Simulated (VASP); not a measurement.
InAs: single point with PBE

InAs:

```
In As
1.0
     0.00000    3.08841    3.08841
     3.08841    0.00000    3.08841
     3.08841    3.08841    0.00000
In As
1 1
Direct
  0.00000 0.00000 0.00000
  0.25000 0.25000 0.25000
```

```yaml
Program: VASP 6.6.1
Task: single point
Functional: PBE
Potentials_or_basis: VASP PAW PBE potentials, release 64 (In_d, As)
Cutoff: 520 eV
k_mesh: 13 × 13 × 13
Occupations: fermi-dirac, width 0.05 eV
Spin: no spin polarisation
```

```json
{
  "Pressure": "0.3 GPa",
  "Band gap on the k mesh": "zero (filled and empty bands touch)"
}
```

Levels at points of the mesh, in eV from the Fermi level:
| k point | band 5 | band 6 | band 7 | band 8 | band 9 | band 10 | band 11 | band 12 | band 13 | band 14 |
| --- | --- | --- | --- | --- | --- | --- | --- | --- | --- | --- |
| (0.00, 0.00, 0.00) | -14.29 | -11.58 | -0.63 | -0.11 | -0.11 | -0.11 | 3.76 | 3.76 | 3.76 | 7.18 |

Wall time 86 s on 1 thread of Intel Xeon 8259CL, with other jobs on the host, peak memory 0.23 GiB.

Caveat: semilocal functionals underestimate gaps, so a narrow gap can read as zero; spin-orbit coupling is left out, which moves the levels of the heavy elements.
